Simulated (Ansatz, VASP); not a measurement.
Sn4P in VASP and in Ansatz

```xyz
5
Lattice="-3.3182 3.3182 3.3182 3.3182 -3.3182 3.3182 3.3182 3.3182 -3.3182" Properties=species:S:1:pos:R:3 pbc="T T T"
Sn    1.6591    1.6591   -1.6591
Sn   -1.6591    1.6591    1.6591
Sn    1.6591    1.6591    1.6591
Sn    1.6591   -1.6591    1.6591
P     0.0000    0.0000    0.0000
```

Change from the starting cell: species swapped into the NiHg4 type (Im-3m, No. 229).

Alike in both runs: task relaxation of cell and atoms; functional PBE; k mesh 8 × 8 × 8; occupations gaussian, width 0.1 eV; no spin polarisation.

```csv
,VASP,Ansatz
version,VASP 6.6.1,Ansatz 0.2.0
potentials or method,"VASP PAW PBE potentials, release 64 (Sn_d, P), cutoff 600 eV","scalar-relativistic, plane waves, PAW"
valence electrons in the cell,61,61
```

Ansatz gave:

| Property | Result |
| --- | --- |
| gap on the k mesh at the Fermi level, each at its own relaxed structure (eV) | none |
| relaxed volume (Å³/atom) | 28.96 |
| relaxed length of the cell vector where the two differ most in proportion (Å) | 5.730 |

Task: What did VASP give for the same quantities?

Result: gap on the k mesh at the Fermi level, each at its own relaxed structure (eV): none; relaxed volume (Å³/atom): 28.95; relaxed length of the cell vector where the two differ most in proportion (Å): 5.729.

A gap of «none» marks a metal or a gap that the smearing closes.
